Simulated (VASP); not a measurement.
# Ni (Fm-3m) in VASP: further runs

Runs on Ni. Level: LDA. Tasks: single point.

All numbers are computed with VASP 6.6.1; they aren't measurements. Logs are shortened: lines on timing, memory, paths and dates and some standing lists are left out, and cuts for length are marked.

## Step 1: The cell of the first run

The structure is cubic, space group Fm-3m (No. 225). Conventional cell: a = 3.587 Å, b = 3.587 Å, c = 3.587 Å, α = 90.00°, β = 90.00°, γ = 90.00°. Within 3.3 Å of Ni (site symmetry m-3m) lie 12 Ni at 2.54 Å.

## Step 2: Single point, LDA, collinear spin

The input, INCAR:

```
ALGO = Normal
EDIFF = 1E-6
ENCUT = 520
ISIF = 2
ISMEAR = -1
ISPIN = 2
ISYM = 0
LASPH = T
LCHARG = T
LELF = T
LMAXMIX = 4
LORBIT = 11
LREAL = F
LVHAR = T
LWAVE = F
MAGMOM = 0.06 0.06
NBANDS = 21
NELM = 150
PREC = Accurate
SIGMA = 0.05
```

The input, KPOINTS:

```
k-points
0
Gamma
  11 7 9
```

The input, POSCAR:

```
Ni
1.0
    0.0000000000     -1.7935000000     -1.7935000000
   -3.5870000000     -1.7935000000     -1.7935000000
    0.0000000000      1.7935000000     -1.7935000000
Ni
2
Direct
    0.0000000000      0.0000000000      0.0000000000
    0.0000000000      0.5000000000      0.5000000000
```

Potentials or basis: VASP PAW LDA potentials, release 64 (Ni).

Command:

```bash
> cat potpaw_LDA.64/Ni/POTCAR > POTCAR
> mpirun -np 1 vasp_std > vasp.out
```

OUTCAR:

```text
EDIFF = 1E-6
   ENCUT = 520
   ISIF = 2
   ISMEAR = -1
   ISPIN = 2
   ISYM = 0
   LASPH = T
   LORBIT = 11
   LREAL = F
   NELM = 150
   PREC = Accurate

 ion  position               nearest neighbor table
   1  0.000  0.000  0.000-   2 2.54   2 2.54   2 2.54   2 2.54   2 2.54   2 2.54   2 2.54   2 2.54

   2  0.000  0.500  0.500-   1 2.54   1 2.54   1 2.54   1 2.54   1 2.54   1 2.54   1 2.54   1 2.54

IMPORTANT INFORMATION: All symmetrisations will be switched off!
NOSYMM: (Re-)initialisation of all symmetry stuff for point group C_1.

----------------------------------------------------------------------------------------

                                     Primitive cell

  volume of cell :      23.0762

  direct lattice vectors                    reciprocal lattice vectors
     0.000000000 -1.793500000 -1.793500000     0.278784500 -0.278784500 -0.278784500
    -3.587000000 -1.793500000 -1.793500000    -0.278784500  0.000000000  0.000000000
     0.000000000  1.793500000 -1.793500000     0.000000000  0.278784500 -0.278784500

  length of vectors
     2.536392024  4.393159854  2.536392024     0.482868918  0.278784500  0.394260820

  position of ions in fractional coordinates (direct lattice)
     0.000000000  0.000000000  0.000000000
     0.000000000  0.500000000  0.500000000

  ion indices of the primitive-cell ions
   primitive index   ion index
                 1           1
                 2           2

----------------------------------------------------------------------------------------

 KPOINTS: k-points

Automatic generation of k-mesh.
 Grid dimensions read from file:
 generate k-points for:   11    7    9

 Generating k-lattice:

  Cartesian coordinates                     Fractional coordinates (reciprocal lattice)
     0.025344045 -0.025344045 -0.025344045     0.090909091  0.000000000  0.000000000
    -0.039826357  0.000000000  0.000000000     0.000000000  0.142857143  0.000000000
     0.000000000  0.030976056 -0.030976056     0.000000000  0.000000000  0.111111111

  Length of vectors
     0.043897174  0.039826357  0.043806758

  Shift w.r.t. Gamma in fractional coordinates (k-lattice)
     0.000000000  0.000000000  0.000000000

 -----------------------------------------------------------------------------
|                                                                             |
|           W    W    AA    RRRRR   N    N  II  N    N   GGGG   !!!           |
|           W    W   A  A   R    R  NN   N  II  NN   N  G    G  !!!           |
|           W    W  A    A  R    R  N N  N  II  N N  N  G       !!!           |
|           W WW W  AAAAAA  RRRRR   N  N N  II  N  N N  G  GGG   !            |
|           WW  WW  A    A  R   R   N   NN  II  N   NN  G    G                |
|           W    W  A    A  R    R  N    N  II  N    N   GGGG   !!!           |
|                                                                             |
|     Your reciprocal lattice and k-lattice belong to different lattice       |
|     classes:                                                                |
|                                                                             |
|        The reciprocal lattice is simple tetragonal,                         |
|        whereas your k-lattice is simple monoclinic.                         |
|                                                                             |
|     Results are often still useful ...                                      |
|                                                                             |
 -----------------------------------------------------------------------------

 WARNING: IBZKPT: internal override: KBLOWUP is changed to .FALSE.
      ... skipping the blow-up phase ...

 Subroutine IBZKPT returns following result:
 ===========================================

 Found    347 irreducible k-points:

 Following reciprocal coordinates:
            Coordinates               Weight
  0.000000  0.000000  0.000000      1.000000
  0.090909  0.000000  0.000000      2.000000
  0.181818  0.000000  0.000000      2.000000
  0.272727  0.000000  0.000000      2.000000
  0.363636  0.000000  0.000000      2.000000
  0.454545  0.000000  0.000000      2.000000
[... 16 lines left out ...]
  0.454545  0.285714  0.000000      2.000000
 -0.454545  0.285714  0.000000      2.000000
 [... further k-points ...]
   k-points           NKPTS =    347   k-points in BZ     NKDIM =    347   number of bands    NBANDS=     21
   number of dos      NEDOS =    301   number of ions     NIONS =      2
   total plane-waves  NPLWV =  14400
   dimension x,y,z NGX =    20 NGY =   36 NGZ =   20
   dimension x,y,z NGXF=    40 NGYF=   72 NGZF=   40
   ions per type =               2
   NGX,Y,Z   is equivalent  to a cutoff of  13.11, 13.62, 13.11 a.u.
   NGXF,Y,Z  is equivalent  to a cutoff of  26.22, 27.25, 26.22 a.u.
 SYSTEM =  unknown system
   PREC   = accura    normal or accurate (medium, high low for compatibility)
   ISTART =      0    job   : 0-new  1-cont  2-samecut
   ICHARG =      2    charge: 1-file 2-atom 10-const
   ISPIN  =      2    spin polarized calculation?
   LNONCOLLINEAR =      F non collinear calculations
   LSORBIT =      F    spin-orbit coupling
   LASPH  =      T    aspherical Exc in radial PAW
   ENCUT  =  520.0 eV  38.22 Ry    6.18 a.u.   4.72  8.17  4.72*2*pi/ulx,y,z
   NELM   =    150;   NELMIN=  2; NELMDL= -5     # of ELM steps
   EDIFF  = 0.1E-05   stopping-criterion for ELM
   LREAL  =      F    real-space projection
   EDIFFG = 0.1E-04   stopping-criterion for IOM
   NSW    =      0    number of steps for IOM
   IBRION =     -1    ionic relax: 0-MD 1-quasi-New 2-CG
   NFREE  =      0    steps in history (QN), initial steepest desc. (CG)
   ISIF   =      2    stress and relaxation
   ISYM   =      0    0-nonsym 1-usesym 2-fastsym
   POTIM  = 0.5000    time-step for ionic-motion
   TEBEG  =    0.0;   TEEND  =   0.0 temperature during run
   PSTRESS=    0.0 pullay stress
   NELECT =      20.0000    total number of electrons
   NUPDOWN=      -1.0000    fix difference up-down
   EMIN   =  10.00;   EMAX   =-10.00  energy-range for DOS
   EFERMI =   0.00;   METHOD = LEGACY
   ISMEAR =    -1;   SIGMA  =   0.05  broadening in eV -4-tet -1-fermi 0-gaus
   EFERMI_NEDOS =   21; number of points for ismear=-14 and -15
   IALGO  =     38    algorithm
   IMIX   =      4    mixing-type and parameters
     AMIX     =   0.40;   BMIX     =  1.00
     AMIX_MAG =   1.60;   BMIX_MAG =  1.00
  volume/ion in A,a.u.               =      11.54        77.86
  Fermi-wavevector in a.u.,A,eV,Ry     =   1.560858  2.949594 33.147579  2.436278
  Thomas-Fermi vector in A             =   2.664009
   LORBIT       =     11    0 simple, 1 ext, 2 COOP (PROOUT), +10 PAW based schemes
   GGA     = CA    functional components
   LHFCALC =     F    Hartree Fock is set to
   AEXX    =    0.0000 exact exchange contribution
   IVDW    =     0    specifies the selected vdW correction
   LEPSILON=     F    determine dielectric tensor
   LRPA    =     F    only Hartree local field effects (RPA)
 spin polarized calculation
  energy-cutoff  :      520.00
  volume of cell :       23.08
 maximum number of plane-waves:       641
   NGX =  9   NGY = 17   NGZ =  9

 number of electron      19.9999994 magnetization       1.1907377

 Free energy of the ion-electron system (eV)
  ---------------------------------------------------
  ext. energy  EPLUGINS =         0.00000000
  ---------------------------------------------------
  free energy    TOTEN  =       -12.90476900 eV

  energy without entropy =      -12.87360549  energy(sigma->0) =      -12.88918724

 E-fermi :   8.2014     XC(G=0): -13.2676

 val. band max:        8.1940214462   @ k =  -0.0909   0.2857   0.0000
 cond. band min:       8.2042463329   @ k =  -0.3636  -0.1429   0.1111
 fundamental gap:      0.0102248867
 Fermi energy:         8.2013820717

 spin component 1

 k-point     1 :       0.0000    0.0000    0.0000
  band No.  band energies     occupation
      1      -0.3659      1.00000
      2       3.9490      1.00000
      3       4.3890      1.00000
      4       6.0105      1.00000
      5       6.0108      1.00000
      6       6.0152      1.00000
[... 13 lines left out ...]
     20      34.7926      0.00000
     21      34.7934      0.00000

 k-point     2 :       0.0909    0.0000    0.0000
  band No.  band energies     occupation
      1      -0.0578      1.00000
      2       4.0591      1.00000
      3       4.4837      1.00000
      4       5.9386      1.00000
      5       6.0746      1.00000
      6       6.0780      1.00000
[... 13 lines left out ...]
     20      34.1139      0.00000
     21      34.1142      0.00000

 k-point     3 :       0.1818    0.0000    0.0000
  band No.  band energies     occupation
      1       0.8288      1.00000
      2       4.3372      1.00000
      3       4.7468      1.00000
      4       5.7788      1.00000
      5       6.1946      1.00000
      6       6.1995      1.00000
[... 13 lines left out ...]
     20      33.1505      0.00000
     21      35.6723      0.00000
[... 457 lines left out ...]
 k-point    23 :       0.4545    0.2857    0.0000
  band No.  band energies     occupation
      1       3.7377      1.00000
      2       4.3336      1.00000
      3       5.6511      1.00000
      4       5.7571      1.00000
      5       5.9049      1.00000
      6       5.9296      1.00000
[... 13 lines left out ...]
     20      31.6888      0.00000
     21      37.5685      0.00000

 k-point    24 :      -0.4545    0.2857    0.0000
  band No.  band energies     occupation
      1       3.6976      1.00000
      2       4.1167      1.00000
      3       5.7720      1.00000
      4       5.9826      1.00000
      5       6.1879      1.00000
      6       6.2206      1.00000
[... 13 lines left out ...]
     20      31.9405      0.00000
     21      36.1542      0.00000

 [... further k-points ...]

 spin component 2

 k-point     1 :       0.0000    0.0000    0.0000
  band No.  band energies     occupation
      1      -0.3339      1.00000
      2       4.3032      1.00000
      3       4.8944      1.00000
      4       6.6169      1.00000
      5       6.6232      1.00000
      6       6.6250      1.00000
[... 13 lines left out ...]
     20      34.8394      0.00000
     21      34.8416      0.00000

 k-point     2 :       0.0909    0.0000    0.0000
  band No.  band energies     occupation
      1      -0.0254      1.00000
      2       4.4098      1.00000
      3       4.9896      1.00000
      4       6.5397      1.00000
      5       6.6848      1.00000
      6       6.6909      1.00000
[... 13 lines left out ...]
     20      34.1972      0.00000
     21      34.1973      0.00000

 k-point     3 :       0.1818    0.0000    0.0000
  band No.  band energies     occupation
      1       0.8655      1.00000
      2       4.6853      1.00000
      3       5.2395      1.00000
      4       6.3548      1.00000
      5       6.7997      1.00000
      6       6.8069      1.00000
[... 13 lines left out ...]
     20      33.2638      0.00000
     21      35.7863      0.00000
[... 457 lines left out ...]
 k-point    23 :       0.4545    0.2857    0.0000
  band No.  band energies     occupation
      1       3.9449      1.00000
      2       4.6834      1.00000
      3       6.0846      1.00000
      4       6.1964      1.00000
      5       6.3845      1.00000
      6       6.4516      1.00000
[... 13 lines left out ...]
     20      31.8090      0.00000
     21      37.6766      0.00000

 k-point    24 :      -0.4545    0.2857    0.0000
  band No.  band energies     occupation
      1       3.9656      1.00000
      2       4.4901      1.00000
      3       6.2426      1.00000
      4       6.4872      1.00000
      5       6.6076      1.00000
      6       6.7310      1.00000
[... 13 lines left out ...]
     20      32.0571      0.00000
     21      36.2644      0.00000

 [... further k-points ...]
[... 5 lines left out ...]
  --------------------------------------------------------------------------------------
  -------------------------------------------------------------------------------------
  Total       -3.5944981     -3.6539247     -3.6539248     -0.0015317      0.0219120     -0.0015320
  in kB     -249.5655930   -253.6915757   -253.6915825     -0.1063465      1.5213485     -0.1063698
  external PRESSURE =    -252.3162504 kB  Pullay stress =       0.0000000 kB

 VOLUME and BASIS-vectors are now :
 -----------------------------------------------------------------------------
  energy-cutoff  :      520.00
  volume of cell :       23.08
      direct lattice vectors                 reciprocal lattice vectors
     0.000000000 -1.793500000 -1.793500000     0.278784500 -0.278784500 -0.278784500
    -3.587000000 -1.793500000 -1.793500000    -0.278784500  0.000000000  0.000000000
     0.000000000  1.793500000 -1.793500000     0.000000000  0.278784500 -0.278784500

 POSITION                                       TOTAL-FORCE (eV/Angst)
 -----------------------------------------------------------------------------------
      0.00000      0.00000      0.00000         0.000000      0.000000      0.000000
     -1.79350      0.00000     -1.79350        -0.000000     -0.000000     -0.000000
 -----------------------------------------------------------------------------------
    total drift:                                0.000000      0.000000      0.000000

  FREE ENERGIE OF THE ION-ELECTRON SYSTEM (eV)
  ---------------------------------------------------
  free  energy   TOTEN  =       -12.9047689951 eV

  energy  without entropy=      -12.8736054910  energy(sigma->0) =      -12.88918724

 total charge

# of ion       s       p       d       tot
------------------------------------------
    1        0.475   0.446   8.302   9.223
    2        0.475   0.446   8.302   9.223
--------------------------------------------------
tot          0.950   0.892  16.604  18.446

 magnetization (x)

# of ion       s       p       d       tot
------------------------------------------
    1       -0.006  -0.019   0.629   0.605
    2       -0.006  -0.019   0.629   0.605
--------------------------------------------------
tot         -0.011  -0.037   1.259   1.210
```

Run time: 12 min. Hardware: 1 thread of Oxide Virtual Turin-like, shared host; peak memory 0.29 GiB.

What came out:

```yaml
Free_energy: -12.9048 eV
Pressure: -25.2 GPa
Net_moment: 1.19 μB per cell
Site_moments: Ni +0.60 μB
Valence_electrons_inside_the_program's_atomic_spheres: Ni 9.22
```

Levels at points of the mesh, in eV from the Fermi level:
Spin up:
| k point | band 7 | band 8 | band 9 | band 10 | band 11 | band 12 | band 13 | band 14 | band 15 | band 16 |
| --- | --- | --- | --- | --- | --- | --- | --- | --- | --- | --- |
| (0.00, 0.00, 0.00) | -1.13 | -1.13 | -0.48 | -0.37 | -0.37 | 2.44 | 8.78 | 14.25 | 14.25 | 19.11 |
Spin down:
```csv
k point,band 6,band 7,band 8,band 9,band 10,band 11,band 12,band 13,band 14,band 15
"(0.00, 0.00, 0.00)",-1.58,-0.57,-0.57,0.11,0.32,0.32,2.48,9.03,14.31,14.31
```

Caveat: the cell stands under tension.

## Step 3: Single point, LDA, collinear spin

The input, INCAR:

```
SYSTEM = Ni
ALGO = Normal
EDIFF = 1E-7
ENCUT = 520
ISIF = 2
ISMEAR = -1
ISPIN = 2
ISYM = 0
LASPH = .True.
LCHARG = .False.
LMAXMIX = 4
LORBIT = 11
LREAL = .False.
LWAVE = .False.
MAGMOM = 2 0
NBANDS = 21
NELM = 150
PREC = Accurate
SIGMA = 0.05
```

The input, KPOINTS:

```
k-points
0
Gamma
  11 7 9
  0 0 0
```

POSCAR is that of step 2.

Potentials or basis: VASP PAW LDA potentials, release 64 (Ni).

Command:

```bash
> cat potpaw_LDA.64/Ni/POTCAR > POTCAR
> mpirun -np 1 vasp_std > vasp.out
```

Run time: 12 min. Hardware: 1 thread of Oxide Virtual Turin-like, shared host; peak memory 0.28 GiB.

The run converged. Its results:

```
Free energy                                           : -12.9048 eV
Pressure                                              : -25.2 GPa
Net moment                                            : 1.19 μB per cell
Site moments                                          : Ni +0.60 μB
Valence electrons inside the program's atomic spheres : Ni 9.22
```

Stress tensor (GPa, compression positive):
```
-24.93  -0.01  -0.01
 -0.01 -25.34   0.15
 -0.01   0.15 -25.34
```

Levels at points of the mesh, in eV from the Fermi level:
Spin up:
| k point | band 7 | band 8 | band 9 | band 10 | band 11 | band 12 | band 13 | band 14 | band 15 | band 16 |
| --- | --- | --- | --- | --- | --- | --- | --- | --- | --- | --- |
| (0.00, 0.00, 0.00) | -1.13 | -1.13 | -0.48 | -0.37 | -0.37 | 2.44 | 8.78 | 14.25 | 14.25 | 19.11 |
Spin down:
```
           k point  band 8  band 9  band 10  band 11  band 12  band 13
(0.00, 0.00, 0.00)   -0.57    0.11     0.32     0.32     2.48     9.03
```

Caveat: the cell stands under tension.
